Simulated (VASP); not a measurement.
# Mg (P6_3/mmc) in VASP: further runs

Runs on Mg. Level: PBE. Tasks: single point.

Everything below comes from runs of VASP 6.6.1. Logs are shortened: lines on timing, memory, paths and dates and some standing lists are left out, and cuts for length are marked.

## 1. The cell of the first run

Symmetry: P6_3/mmc, No. 194, hexagonal system. The conventional cell has a = 3.209 Å, b = 3.209 Å, c = 5.315 Å, α = 90.00°, β = 90.00°, γ = 120.00°. Within 4.2 Å of Mg (site symmetry -6m2) lie 12 Mg at 3.21 to 3.24 Å.

## 2. Single point, PBE (zz strain of +2 %)

The input, INCAR:

```
SYSTEM = Mg
PREC = Accurate
ENCUT = 520
EDIFF = 1E-6
ISMEAR = -1
SIGMA = 0.08
LREAL = .FALSE.
LASPH = .TRUE.
NELM = 60
ALGO = Normal
ISIF = 2
LWAVE = .FALSE.
LCHARG = .TRUE.
GGA = PE
LELF = .TRUE.
LVHAR = .TRUE.
NBANDS = 9
```

The input, KPOINTS:

```
regular mesh
0
G
  12 12 7
  0 0 0
```

The input, POSCAR:

```
Mg
1.0
    3.2092715325      0.0000000000      0.0000000000
   -1.6046357662      2.7793106748      0.0000000000
    0.0000000000      0.0000000000      5.3145366000
Mg
2
Direct
    0.3333333333      0.6666666667      0.2500000000
    0.6666666667      0.3333333333      0.7500000000
```

Potentials or basis: VASP PAW PBE potentials, release 64 (Mg).

On the command line:

```
cat potpaw_PBE.64/Mg/POTCAR > POTCAR
mpirun -np 1 vasp_std > vasp.out
```

OUTCAR:

```text
SYSTEM = Mg
   PREC = Accurate
   ENCUT = 520
   EDIFF = 1E-6
   ISMEAR = -1
   LREAL = .FALSE.
   LASPH = .TRUE.
   NELM = 60
   ISIF = 2
   GGA = PE

 ion  position               nearest neighbor table
   1  0.333  0.667  0.250-   2 3.24   2 3.24   2 3.24   2 3.24   2 3.24   2 3.24
   2  0.667  0.333  0.750-   1 3.24   1 3.24   1 3.24   1 3.24   1 3.24   1 3.24

  LATTYP: Found a hexagonal cell.
 ALAT       =     3.2092715325
 C/A-ratio  =     1.6559946848

  Lattice vectors:

 A1 = (   3.2092715325,   0.0000000000,   0.0000000000)
 A2 = (  -1.6046357662,   2.7793106748,   0.0000000000)
 A3 = (   0.0000000000,   0.0000000000,   5.3145366000)

Analysis of symmetry for initial positions (statically):
=====================================================================
 Subroutine PRICEL returns:
 Original cell was already a primitive cell.

 Routine SETGRP: Setting up the symmetry group for a
 hexagonal supercell.

 Subroutine GETGRP returns: Found 24 space group operations
 (whereof 12 operations were pure point group operations)
 out of a pool of 24 trial point group operations.

The static configuration has the point symmetry D_3d.
 The point group associated with its full space group is D_6h.

Analysis of symmetry for dynamics (positions and initial velocities):
=====================================================================
 Subroutine PRICEL returns:
 Original cell was already a primitive cell.

 Routine SETGRP: Setting up the symmetry group for a
 hexagonal supercell.

 Subroutine GETGRP returns: Found 24 space group operations
 (whereof 12 operations were pure point group operations)
 out of a pool of 24 trial point group operations.

The dynamic configuration has the point symmetry D_3d.
 The point group associated with its full space group is D_6h.

 Subroutine INISYM returns: Found 24 space group operations
 (whereof 12 operations are pure point group operations),
 and found     1 'primitive' translations

----------------------------------------------------------------------------------------

                                     Primitive cell

  volume of cell :      47.4033

  direct lattice vectors                    reciprocal lattice vectors
     3.209271532  0.000000000  0.000000000     0.311597193  0.179900723  0.000000000
    -1.604635766  2.779310675  0.000000000     0.000000000  0.359801446  0.000000000
     0.000000000  0.000000000  5.314536600     0.000000000  0.000000000  0.188163160

  length of vectors
     3.209271532  3.209271532  5.314536600     0.359801446  0.359801446  0.188163160

  position of ions in fractional coordinates (direct lattice)
[... 87 lines left out ...]
   POTIM  = 0.5000    time-step for ionic-motion
   TEBEG  =    0.0;   TEEND  =   0.0 temperature during run
   PSTRESS=    0.0 pullay stress
   NELECT =       4.0000    total number of electrons
   NUPDOWN=      -1.0000    fix difference up-down
   EMIN   =  10.00;   EMAX   =-10.00  energy-range for DOS
   EFERMI =   0.00;   METHOD = LEGACY
   ISMEAR =    -1;   SIGMA  =   0.08  broadening in eV -4-tet -1-fermi 0-gaus
   EFERMI_NEDOS =   21; number of points for ismear=-14 and -15
   IALGO  =     38    algorithm
   IMIX   =      4    mixing-type and parameters
     AMIX     =   0.40;   BMIX     =  1.00
     AMIX_MAG =   1.60;   BMIX_MAG =  1.00
  volume/ion in A,a.u.               =      23.70       159.95
  Fermi-wavevector in a.u.,A,eV,Ry     =   0.718056  1.356930  7.015230  0.515605
  Thomas-Fermi vector in A             =   1.806896
   LORBIT       =      0    0 simple, 1 ext, 2 COOP (PROOUT), +10 PAW based schemes
   GGA     = PE    functional components
   LHFCALC =     F    Hartree Fock is set to
   AEXX    =    0.0000 exact exchange contribution
   IVDW    =     0    specifies the selected vdW correction
   LEPSILON=     F    determine dielectric tensor
   LRPA    =     F    only Hartree local field effects (RPA)
 non-spin polarized calculation
  energy-cutoff  :      520.00
  volume of cell :       47.40
 maximum number of plane-waves:      1299
 NGX is ok and might be reduce to    24
   NGX = 11   NGY = 11   NGZ = 19

 number of electron       4.0000000 magnetization

 Free energy of the ion-electron system (eV)
  ---------------------------------------------------
  ext. energy  EPLUGINS =         0.00000000
  ---------------------------------------------------
  free energy    TOTEN  =        -3.01004699 eV

  energy without entropy =       -2.99002491  energy(sigma->0) =       -3.00003595

 E-fermi :   2.4479     XC(G=0):  -8.3931

 val. band max:        2.4444410204   @ k =   0.3333   0.1667   0.1429
 cond. band min:       2.4530067527   @ k =   0.0000   0.0000   0.1429
 fundamental gap:      0.0085657323
 Fermi energy:         2.4479495834

 k-point     1 :       0.0000    0.0000    0.0000
  band No.  band energies     occupation
      1      -4.3262      2.00000
      2       0.7430      2.00000
      3       1.0440      2.00000
      4      13.4295      0.00000
      5      13.4295      0.00000
      6      13.5271      0.00000
      7      13.5271      0.00000
      8      13.9733      0.00000
      9      15.8179      0.00000
[... 265 lines left out ...]
 k-point    24 :       0.3333    0.0000    0.1429
  band No.  band energies     occupation
      1      -2.0726      2.00000
      2       1.5678      1.99997
      3       3.9266      0.00000
      4       4.8093      0.00000
      5       7.6515      0.00000
      6       9.9221      0.00000
      7       9.9851      0.00000
      8      11.6254      0.00000
      9      13.1536      0.00000

 [... further k-points ...]

------------------------ aborting loop because EDIFF is reached ----------------------------------------

  FORCE on cell =-STRESS in cart. coord.  units (eV):
  Direction    XX          YY          ZZ          XY          YZ          ZX
  --------------------------------------------------------------------------------------
  -------------------------------------------------------------------------------------
  Total       -0.1780644     -0.1780644     -0.7077728     -0.0000000      0.0000000      0.0000000
  in kB       -6.0183694     -6.0183694    -23.9218894     -0.0000000      0.0000000      0.0000000
  external PRESSURE =     -11.9862094 kB  Pullay stress =       0.0000000 kB

 VOLUME and BASIS-vectors are now :
 -----------------------------------------------------------------------------
  energy-cutoff  :      520.00
  volume of cell :       47.40
      direct lattice vectors                 reciprocal lattice vectors
     3.209271532  0.000000000  0.000000000     0.311597193  0.179900723  0.000000000
    -1.604635766  2.779310675  0.000000000     0.000000000  0.359801446  0.000000000
     0.000000000  0.000000000  5.314536600     0.000000000  0.000000000  0.188163160

 POSITION                                       TOTAL-FORCE (eV/Angst)
 -----------------------------------------------------------------------------------
     -0.00000      1.85287      1.32863        -0.000000      0.000000      0.000000
      1.60464      0.92644      3.98590         0.000000     -0.000000      0.000000
 -----------------------------------------------------------------------------------
    total drift:                               -0.000000      0.000000     -0.000000

  FREE ENERGIE OF THE ION-ELECTRON SYSTEM (eV)
  ---------------------------------------------------
  free  energy   TOTEN  =        -3.0100469888 eV

  energy  without entropy=       -2.9900249060  energy(sigma->0) =       -3.00003595
```

OSZICAR:

```text
N       E                     dE             d eps       ncg     rms          rms(c)
DAV:   1    -0.259698215998E+00   -0.25970E+00   -0.12738E+03  1368   0.312E+02
DAV:   2    -0.297817316070E+01   -0.27185E+01   -0.26289E+01  1836   0.271E+01
DAV:   3    -0.302331735621E+01   -0.45144E-01   -0.44804E-01  1757   0.281E+00
DAV:   4    -0.302345838978E+01   -0.14103E-03   -0.14102E-03  1740   0.158E-01
DAV:   5    -0.302345922236E+01   -0.83258E-06   -0.83271E-06  1704   0.124E-02    0.965E-01
DAV:   6    -0.301755613078E+01    0.59031E-02   -0.73123E-04  1563   0.205E-01    0.619E-01
DAV:   7    -0.301003547630E+01    0.75207E-02   -0.28586E-03  1437   0.357E-01    0.349E-02
DAV:   8    -0.301004885535E+01   -0.13379E-04   -0.19124E-05  1936   0.257E-02    0.782E-03
DAV:   9    -0.301004725753E+01    0.15978E-05   -0.13062E-06  1495   0.550E-03    0.615E-04
DAV:  10    -0.301004698881E+01    0.26872E-06   -0.58065E-09   834   0.463E-04
   1 F= -.30100470E+01 E0= -.30000359E+01  d E =-.200221E-01
```

Run time: 12 s. Hardware: 1 thread of Intel Xeon Platinum 8375C at 2.90GHz (Ice Lake), shared host; peak memory 0.17 GiB.

What came out:

```yaml
Free_energy: -3.0100 eV
Pressure: -1.2 GPa
Band_gap_on_the_k_mesh: zero (bands 2 and 3 overlap by 2.46 eV)
```

Caveat: the cell differs from its parent crystal (zz strain of +2 %).

## 3. Single point, PBE (zz strain of +3 %)

The input, INCAR:

```
SYSTEM = Mg
PREC     = Accurate       ! precision mode
ENCUT    = 520            ! plane-wave cutoff, eV
EDIFF    = 1E-6           ! SCF threshold, eV
ISMEAR   = -1             ! smearing method
SIGMA    = 0.08           ! smearing width, eV
LREAL    = .FALSE.        ! projectors in reciprocal space
LASPH    = .TRUE.         ! aspherical terms in the spheres
NELM     = 60             ! most SCF steps
ALGO     = Normal         ! electronic algorithm
ISIF     = 2              ! what is computed and relaxed
LWAVE    = .FALSE.        ! write WAVECAR
LCHARG   = .FALSE.        ! write CHGCAR
GGA      = PE             ! functional
NBANDS   = 9              ! bands
```

KPOINTS is that of step 2.

POSCAR, as its differences from that of step 2:

```diff
@@ -4,3 +4,3 @@
    -1.6046357662      2.7793106748      0.0000000000
-    0.0000000000      0.0000000000      5.3145366000
+    0.0000000000      0.0000000000      5.3666399000
 Mg
```

Potentials or basis: VASP PAW PBE potentials, release 64 (Mg).

On the command line:

```
cat potpaw_PBE.64/Mg/POTCAR > POTCAR
mpirun -np 1 vasp_std > vasp.out
```

It took 11 s on 1 thread of Intel Xeon Platinum 8375C at 2.90GHz (Ice Lake), shared host; peak memory 0.17 GiB.

The run converged. Its results:

- Free energy: -3.0025 eV
- Pressure: -1.5 GPa
- Band gap on the k mesh: zero (bands 2 and 3 overlap by 2.56 eV)

Stress tensor (GPa, compression positive):
```
-0.80  0.00  0.00
 0.00 -0.80  0.00
 0.00  0.00 -2.79
```

Levels at points of the mesh, in eV from the Fermi level:
| k point | band 1 | band 2 | band 3 | band 4 | band 5 | band 6 |
| --- | --- | --- | --- | --- | --- | --- |
| (0.00, 0.00, 0.00) | -6.74 | -1.74 | -1.50 | 11.02 | 11.02 | 11.12 |
| (0.50, 0.00, 0.00) | -1.98 | -1.97 | 2.59 | 2.97 | 2.98 | 3.46 |

Caveat: the cell differs from its parent crystal (zz strain of +3 %).

## 4. Single point, PBE (equal xx and yy strain of +2 %)

The input, INCAR:

```
SYSTEM = Mg
ALGO = Normal
EDIFF = 1E-6
ENCUT = 520
GGA = PE
ISIF = 2
ISMEAR = -1
LASPH = .TRUE.
LCHARG = .TRUE.
LELF = .TRUE.
LREAL = .FALSE.
LVHAR = .TRUE.
LWAVE = .FALSE.
NBANDS = 9
NELM = 80
PREC = Accurate
SIGMA = 0.08
```

The input, KPOINTS:

```
k-points
0
G
  12 12 7
  0 0 0
```

The input, POSCAR:

```
Mg
1.0
    3.2734569632      0.0000000000      0.0000000000
   -1.6367284815      2.8348968883      0.0000000000
    0.0000000000      0.0000000000      5.2103300000
Mg
2
Direct
    0.3333333333      0.6666666667      0.2500000000
    0.6666666667      0.3333333333      0.7500000000
```

On the command line:

```
cat potpaw_PBE.64/Mg/POTCAR > POTCAR
mpirun -np 1 vasp_std > vasp.out
```

It took 12 s on 1 thread of Intel Xeon Platinum 8375C at 2.90GHz (Ice Lake), shared host; peak memory 0.17 GiB.

The run converged. Its results:

```
Free energy            : -3.0070 eV
Pressure               : -1.8 GPa
Band gap on the k mesh : zero (bands 2 and 3 overlap by 2.00 eV)
```

Stress tensor (GPa, compression positive):
```
-1.90  0.00  0.00
 0.00 -1.90  0.00
 0.00  0.00 -1.65
```

Levels at points of the mesh, in eV from the Fermi level:
| k point | band 1 | band 2 | band 3 | band 4 | band 5 | band 6 | band 7 |
| --- | --- | --- | --- | --- | --- | --- | --- |
| (0.00, 0.00, 0.00) | -6.66 | -1.45 | -1.02 | 10.45 | 10.45 | 10.49 | 10.49 |
| (0.50, 0.00, 0.00) | -2.11 | -2.05 | 2.66 | 3.09 | 3.32 | 3.68 | 6.48 |

Caveat: the cell differs from its parent crystal (equal xx and yy strain of +2 %).

## 5. The runs side by side

| cell | gap on the mesh (eV) | pressure (GPa) |
| --- | --- | --- |
| a = 3.209, b = 3.209, c = 5.315 Å, angles 90.0, 90.0, 120.0°, 2 atoms | none | -1.2 |
| a = 3.209, b = 3.209, c = 5.367 Å, angles 90.0, 90.0, 120.0°, 2 atoms | none | -1.5 |
| a = 3.273, b = 3.273, c = 5.210 Å, angles 90.0, 90.0, 120.0°, 2 atoms | none | -1.8 |

Alike in all rows: task single point; level PBE; potentials or basis VASP PAW PBE potentials, release 64 (Mg); no spin polarisation; k mesh 12 × 12 × 7; cutoff (eV) 520; smearing fermi-dirac 0.08 eV.

Total energies depend on the potentials used, so only differences within one code and one set of settings carry meaning.
